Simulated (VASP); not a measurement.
A run of VASP 6.6.1 is set up as follows.

File INCAR:

```
ALGO     = Normal         # electronic algorithm
EDIFF    = 1E-6           # SCF threshold, eV
ENCUT    = 520            # plane-wave cutoff, eV
GGA      = PE             # functional
ISIF     = 2              # what is computed and relaxed
ISMEAR   = 0              # smearing method
LASPH    = True           # aspherical terms in the spheres
LCHARG   = False          # write CHGCAR
LREAL    = False          # projectors in reciprocal space
LWAVE    = False          # write WAVECAR
NBANDS   = 16             # bands
NELM     = 100            # most SCF steps
PREC     = Accurate       # precision mode
SIGMA    = 0.1            # smearing width, eV
```

KPOINTS

```
k-points
0
Gamma
  18 18 18
```

The input POSCAR:

```
BPb
1.0
    0.0000000000      2.6273294573      2.6273294573
    2.6273294573      0.0000000000      2.6273294573
    2.6273294573      2.6273294573      0.0000000000
B Pb
1 1
Direct
    0.0000000000      0.0000000000      0.0000000000
    0.5000000000      0.5000000000      0.5000000000
```

Potentials or basis: VASP PAW PBE potentials, release 64 (B, Pb_d).

Launch:

```bash
$ cat potpaw_PBE.64/B/POTCAR potpaw_PBE.64/Pb_d/POTCAR > POTCAR
$ mpirun -np 1 vasp_std > vasp.out
```

(1) What does it give for the band gap on the k mesh?

(2) Estimate the pressure.

Answers

(1) zero (an odd number of electrons rules out a gap without spin polarisation).

(2) -0.1 GPa.

Caveat: spin-orbit coupling is left out, which moves the levels of the heavy elements; an odd number of electrons without spin polarisation forces a metal; a magnetic or distorted state may lie lower.
